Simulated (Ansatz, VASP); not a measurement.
Al2H: VASP beside Ansatz

```
Al H
1.0
     4.44380    0.00000    0.00000
    -2.22190    3.84844    0.00000
     0.00000    0.00000    5.60176
Al H
4 2
Direct
  0.00000 0.00000 0.74349
  0.00000 0.00000 0.25651
  0.33333 0.66667 0.50000
  0.66667 0.33333 0.50000
  0.00000 0.00000 0.00000
  0.00000 0.00000 0.50000
```

Alike in both runs: task relaxation of cell and atoms; functional PBE; k mesh 4 × 4 × 3; occupations gaussian, width 0.2 eV; no spin polarisation.

|  | VASP | Ansatz |
| --- | --- | --- |
| version | VASP 6.6.1 | Ansatz 0.2.0 |
| potentials or method | VASP PAW PBE potentials, release 64 (Al, H), cutoff 500 eV | scalar-relativistic, plane waves, PAW |
| valence electrons in the cell | 14 | 14 |

|  | VASP | Ansatz | Ansatz less VASP |
| --- | --- | --- | --- |
| gap on the k mesh at the Fermi level, each at its own relaxed structure (eV) | none | none | - |
| relaxed volume (Å³/atom) | 19.42 | 19.22 | -0.200 |
| relaxed cell length with the largest relative difference (Å) | 6.932 | 6.907 | -0.0241 |

A gap of «none» marks a metal or a gap that the smearing closes.

The k mesh is coarse, so the values compare programs but aren't converged. Noted on VASP's run: the volume moved by over 15 % at a fixed basis, so the end points are rough.
